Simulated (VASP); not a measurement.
Set up this calculation in VASP 6.6.1, as the native input.

```
Task                   : relaxation of cell and atoms
Functional             : LDA
Potentials or basis    : VASP PAW LDA potentials, release 64 (Pb_d)
Cutoff                 : 600 eV
k mesh                 : 15 × 15 × 15
Occupations            : fermi-dirac, width 0.1 eV
Spin                   : no spin polarisation
Target pressure        : 41 GPa
Dipole correction      : no
Further INCAR settings : ALGO = Normal; EDIFF = 1e-06; IBRION = 2; EDIFFG = -0.005; NSW = 32; ISIF = 3
```

The structure of Pb lies in POSCAR:

```
Pb
1.0
    0.0000000000      2.1785056585      2.1785056585
    2.1785056585      0.0000000000      2.1785056585
    2.1785056585      2.1785056585      0.0000000000
Pb
1
Direct
    0.0000000000      0.0000000000      0.0000000000
```

These files were run (other wordings do the same):

INCAR

```
PREC = Accurate ; ENCUT = 600
EDIFF = 1E-6 ; ISMEAR = -1
SIGMA = 0.1 ; LREAL = False
LASPH = True ; NELM = 80
ALGO = Normal ; ISIF = 3
LWAVE = False ; LCHARG = False
IBRION = 2 ; NSW = 32
EDIFFG = -0.005 ; PSTRESS = 410.0
```

KPOINTS

```
Automatic mesh
0
Gamma
  15 15 15
```

Potentials or basis: VASP PAW LDA potentials, release 64 (Pb_d).

Run with:

```sh
$ cat potpaw_LDA.64/Pb_d/POTCAR > POTCAR
$ mpirun -np 1 vasp_std > vasp.out
```

It gave:

The relaxed volume is 20.73 Å³/atom and the relaxed cell is a = 3.083 Å, b = 3.083 Å, c = 3.083 Å, α = 60.00°, β = 60.00°, γ = 60.00°. The space group after relaxing (to 0.1 Å) is Fm-3m (No. 225) and the energy change on relaxing (the run minimises the enthalpy) is -13.1 meV/atom. The ionic steps are 3. The pressure after relaxing is 41.0 GPa and the band gap on the k mesh is zero (bands 7 and 8 overlap by 12.05 eV).

Caveat: the cell is relaxed towards a set pressure, so the run minimises the enthalpy, not the energy; spin-orbit coupling is left out, which moves the levels of the heavy elements.

Run time: 110 s on 1 thread of Intel Xeon 8259CL, with other jobs on the host, peak memory 0.17 GiB.
